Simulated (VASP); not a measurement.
KTaO3: single point with r2SCAN

Crystal: KTaO3.

```
K Ta O
1.0
     4.01600    0.00000    0.00000
     0.00000    4.01600    0.00000
     0.00000    0.00000    4.01600
K Ta O
1 1 3
Direct
  0.50000 0.50000 0.50000
  0.00000 0.00000 0.00000
  0.50000 0.00000 0.00000
  0.00000 0.50000 0.00000
  0.00000 0.00000 0.50000
```

| Quantity | Value |
| --- | --- |
| Program | VASP 6.6.1 |
| Task | single point |
| Functional | r2SCAN |
| Potentials or basis | VASP PAW PBE potentials, release 64 (K_sv, Ta_sv_GW, O) |
| Cutoff | 770 eV |
| k mesh | 8 × 8 × 8 |
| Occupations | fermi-dirac, width 0.02 eV |
| Spin | no spin polarisation |
| Dipole correction | no |
| Further INCAR settings | ALGO = Normal; EDIFF = 1e-06; NBANDS = 28 |

```json
{
  "Pressure": "-3.8 GPa",
  "Band gap on the k mesh": "2.56 eV (least direct gap 3.22 eV)"
}
```

Levels at points of the mesh, in eV from the valence-band top:
| k point | band 18 | band 19 | band 20 | band 21 | band 22 | band 23 |
| --- | --- | --- | --- | --- | --- | --- |
| (0.00, 0.00, 0.00) | -0.66 | -0.66 | -0.66 | 2.56 | 2.56 | 2.56 |
| (0.50, 0.00, 0.00) | -1.49 | -0.88 | -0.88 | 2.71 | 5.30 | 5.30 |
| (0.50, 0.50, 0.00) | -1.43 | -1.43 | -0.04 | 5.34 | 5.34 | 6.61 |
| (0.50, 0.50, 0.50) | 0.00 | 0.00 | 0.00 | 6.74 | 6.74 | 6.74 |

Wall time 3.3 min on 1 thread of Intel(R) Xeon(R) Platinum 8488C (Sapphire Rapids), on a shared host, peak memory 0.3 GiB.

Caveat: the cell stands under tension; the PAW data sets were made with another functional, which shifts forces and pressure a little; spin-orbit coupling is left out, which moves the levels of the heavy elements. r2SCAN opens gaps a little over a GGA but as a rule still falls short of measured ones.
